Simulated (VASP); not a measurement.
CuI:

```
Cu I
1.0
     0.00000    3.03150    3.03150
     3.03150    0.00000    3.03150
     3.03150    3.03150    0.00000
Cu I
1 1
Direct
  0.25000 0.25000 0.25000
  0.00000 0.00000 0.00000
```

Base run:

| Item | Value |
| --- | --- |
| Program | VASP 6.6.1 |
| Functional | r2SCAN |
| Potentials or basis | VASP PAW PBE potentials, release 64 (Cu, I) |
| Cutoff | 520 eV |
| k mesh | 6 × 6 × 6 |
| Occupations | gaussian, width 0.01 eV |
| Spin | no spin polarisation |

Its results: band gap on the k mesh 1.61 eV; pressure -0.9 GPa.

Task: The run is repeated on the same cell with these changes: functional from r2SCAN to RPBE. What comes out?

Result: Band gap on the k mesh 1.28 eV; pressure 2.4 GPa.

Caveats: the PAW data sets were made with another functional, which shifts forces and pressure a little; spin-orbit coupling is left out, which moves the levels of the heavy elements.

